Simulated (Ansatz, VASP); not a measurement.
# CdF2: VASP beside Ansatz

Contents of POSCAR:

```
CdF2
1.0
    0.0000000000      2.6825809959      2.6825809959
    2.6825809959      0.0000000000      2.6825809959
    2.6825809959      2.6825809959      0.0000000000
Cd F
1 2
Direct
    0.0000000000      0.0000000000      0.0000000000
    0.2500000000      0.2500000000      0.2500000000
    0.7500000000      0.7500000000      0.7500000000
```

The input INCAR.step1:

```
ALGO = Normal
EDIFF = 1E-5
ENCUT = 770
GGA = PE
GGA_COMPAT = F
ISMEAR = 0
LASPH = T
LCHARG = F
LREAL = F
LWAVE = T
NBANDS = 24
NELM = 120
PREC = Accurate
SIGMA = 0.01
```

File INCAR.step2:

```
ALGO = Normal
EDIFF = 1E-6
ENCUT = 770
GGA_COMPAT = F
ISIF = 2
ISMEAR = 0
ISTART = 1
LASPH = T
LCHARG = F
LMIXTAU = T
LREAL = F
LWAVE = F
METAGGA = R2SCAN
NBANDS = 24
NELM = 120
PREC = Accurate
SIGMA = 0.01
```

Contents of KPOINTS:

```
k-points
0
Gamma
  8 8 8
```

Input for Ansatz:

```yaml
crystal:
  lattice:
    - [0.0, 2.6825809959, 2.6825809959]
    - [2.6825809959, 0.0, 2.6825809959]
    - [2.6825809959, 2.6825809959, 0.0]
  atoms:
    - { symbol: Cd, position: [0.0, 0.0, 0.0] }
    - { symbol: F, position: [0.25, 0.25, 0.25] }
    - { symbol: F, position: [0.75, 0.75, 0.75] }
kpoints:
  mp_grid: { grid: [8, 8, 8] }
  band_path:
    path:
      - [0.0, 0.0, 0.0]
      - [0.5, 0.0, 0.5]
      - [0.625, 0.25, 0.625]
      - [0.375, 0.375, 0.75]
      - [0.5, 0.5, 0.5]
      - [0.5, 0.25, 0.75]
      - [0.25, -0.5, -0.25]
    npoints: 1
hamiltonian:
  xc: r2scan
scf:
  occupations: { method: fixed }
  n_extra_bands: 4
output:
  forces: true
  stress: true
  eigenvalues: true
```

Alike in both runs: task single point; functional r2SCAN; k mesh 8 × 8 × 8; no spin polarisation.

|  | VASP | Ansatz |
| --- | --- | --- |
| version | VASP 6.6.1 | Ansatz 0.2.0 |
| potentials or method | VASP PAW PBE potentials, release 64 (Cd_sv_GW, F) | plane waves, PAW |
| plane-wave cutoff (eV) | 770 | 500 |
| occupations | gaussian, width 0.01 eV | fixed |
| valence electrons in the cell | 34 | 34 |

|  | VASP | Ansatz | Ansatz less VASP |
| --- | --- | --- | --- |
| gap on the k mesh at the Fermi level (eV) | 3.84 | 3.84 | +0.006 |
| pressure (GPa) | 1.1 | 1.5 | +0.43 |

VASP's potentials were made for PBE, not for r2SCAN.
